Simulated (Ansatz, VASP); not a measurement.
One calculation of Na3TlCl4, two programs

```
CELL_PARAMETERS angstrom
4.26020 -4.26322 -0.03655
4.26020 4.26322 -0.03655
-4.20980 0.00000 5.91540
ATOMIC_POSITIONS crystal
Na 0.37743 0.62257 0.50000
Na 0.62431 0.37569 0.00000
Na 0.12669 0.87331 0.00000
Tl 0.87597 0.12403 0.50000
Cl 0.14215 0.39865 0.03746
Cl 0.60135 0.85785 0.96254
Cl 0.37626 0.12785 0.50053
Cl 0.87215 0.62374 0.49947
```

Change from the starting cell: the structure that the rattled cell fell into.

Alike in both runs: functional PBE; k mesh 4 × 4 × 4; occupations gaussian, width 0.1 eV; no spin polarisation.

Ansatz relaxed the structure, and its values are those at the end. VASP's run is a single point on that final structure, the one shown.

|  | VASP | Ansatz |
| --- | --- | --- |
| version | VASP 6.6.1 | Ansatz 0.2.0 |
| potentials or method | VASP PAW PBE potentials, release 64 (Na_pv, Tl_d, Cl), cutoff 520 eV | scalar-relativistic, plane waves, PAW |
| valence electrons in the cell | 62 | 68 |

|  | VASP | Ansatz | Ansatz less VASP |
| --- | --- | --- | --- |
| gap on the k mesh at the Fermi level (eV) | 3.16 | 3.15 | -0.009 |
| least direct gap on the mesh (eV) | 3.21 | 3.20 | -0.012 |
| pressure (GPa) | 0.2 | 0.2 | +0.05 |
| rms of the force components (eV/Å) | 0.006 | 0.006 | +0.0001 |

VASP's potentials hold 62 valence electrons a cell and Ansatz's 68, so a difference there can come from the potentials and not from the codes.

Spin-orbit coupling is off throughout.
